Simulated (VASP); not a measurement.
Wanted: the native input for a VASP 6.6.1 run.

* Task: single point
* Functional: PBE
* Potentials or basis: VASP PAW PBE potentials, release 64 (Si, O)
* Cutoff: 520 eV
* k mesh: 2 × 4 × 4
* Occupations: gaussian, width 0.1 eV
* Spin: no spin polarisation
* Dipole correction: no
* Further INCAR settings: LREAL = Auto; ALGO = Normal; EDIFF = 1e-06; NBANDS = 63

The structure of SiO2 lies in POSCAR:

```
SiO2
1.0
   10.0577455145      0.0000000000      0.0000000000
    0.0000000000      5.0274933201      0.0000000000
    0.0000000000      0.0000000000      6.2162973539
Si O
6 12
Direct
    0.4038068679      0.5000000000      0.2085406658
    0.5961931321      0.5000000000      0.7914593342
    0.9038068679      0.5000000000      0.7914593342
    0.0961931321      0.5000000000      0.2085406658
    0.0000000000      0.0000000000      0.5000000000
    0.5000000000      0.0000000000      0.5000000000
    0.5000000000      0.5000000000      0.0000000000
    0.2500000000      0.5000000000      0.1259746282
    0.4296422076      0.2313673300      0.3459114665
    0.4296422076      0.7686326700      0.3459114665
    0.7500000000      0.5000000000      0.8740253718
    0.5703577924      0.2313673300      0.6540885335
    0.5703577924      0.7686326700      0.6540885335
    0.0000000000      0.5000000000      0.0000000000
    0.9296422076      0.2313673300      0.6540885335
    0.9296422076      0.7686326700      0.6540885335
    0.0703577924      0.2313673300      0.3459114665
    0.0703577924      0.7686326700      0.3459114665
```

The cell was built from a structure type or drawn by symmetry, and may not be a known phase.

The input as run:

INCAR

```
  ALGO = Normal
  EDIFF = 1E-6
  ENCUT = 520
  GGA = PE
  ISIF = 2
  ISMEAR = 0
  LASPH = True
  LCHARG = False
  LREAL = Auto
  LWAVE = False
  NBANDS = 63
  NELM = 80
  PREC = Accurate
  SIGMA = 0.1
```

KPOINTS

```
k-points
0
Gamma
  2 4 4
```

Potentials or basis: VASP PAW PBE potentials, release 64 (Si, O).

The run is started by

```console
$ cat potpaw_PBE.64/Si/POTCAR potpaw_PBE.64/O/POTCAR > POTCAR
$ mpirun -np 1 vasp_std > vasp.out
```

It gave:

```
Pressure               : 0.0 GPa
Largest force          : 0.009 eV/Å
Band gap on the k mesh : 2.80 eV (least direct gap 2.83 eV)
```

Run time: 6.8 min on 1 thread of Intel(R) Xeon(R) Platinum 8488C (Sapphire Rapids) (shared host), peak memory 0.5 GiB.
